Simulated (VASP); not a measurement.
**C: single point with PBE+D3(BJ)**

Crystal: C.

```
C
1.0
     2.66218    0.00000    0.00000
    -1.33109    2.30551    0.00000
     0.00000    0.00000    6.46890
C
4
Direct
  0.00000 0.00000 0.00250
  0.00000 0.00000 0.50250
  0.33333 0.66667 0.00250
  0.66667 0.33333 0.50250
```

This cell differs from its parent crystal: strain +0.080 along x and y, -0.040 along z.

| Item | Value |
| --- | --- |
| Program | VASP 6.6.1 |
| Task | single point |
| Functional | PBE |
| Dispersion | D3(BJ) |
| Potentials or basis | VASP PAW PBE potentials, release 64 (C) |
| Cutoff | 520 eV |
| k mesh | 24 × 24 × 8 |
| Occupations | gaussian, width 0.15 eV |
| Spin | no spin polarisation |
| Dipole correction | no |
| Further INCAR settings | ALGO = Normal; EDIFF = 1e-06; NBANDS = 16 |

```yaml
Pressure: -47.1 GPa
Band_gap_on_the_k_mesh: zero (bands 8 and 9 overlap by 0.05 eV)
Dispersion_energy_per_atom: -0.148 eV
```

Stress tensor (GPa, compression positive):
```
-71.73   0.00   0.00
  0.00 -71.73   0.00
  0.00   0.00   2.16
```

Levels at points of the mesh, in eV from the Fermi level:
| k point | band 6 | band 7 | band 8 | band 9 | band 10 | band 11 |
| --- | --- | --- | --- | --- | --- | --- |
| (0.00, 0.00, 0.00) | -3.03 | -2.99 | -2.99 | 5.50 | 6.92 | 6.92 |
| (0.50, 0.00, 0.00) | -5.67 | -2.50 | -1.62 | 1.52 | 2.11 | 5.05 |
| (0.00, 0.00, 0.50) | -3.01 | -3.01 | -3.01 | 6.96 | 6.96 | 6.96 |
| (0.50, 0.00, 0.50) | -5.73 | -1.93 | -1.93 | 1.52 | 1.52 | 5.31 |

Wall time 2.9 min on 1 thread of Intel Xeon 8259CL, on a shared host, peak memory 0.26 GiB.

Caveat: the cell differs from its parent crystal (strain +0.080 along x and y, -0.040 along z); the stress differs along the axes, from -72 to 2 GPa.
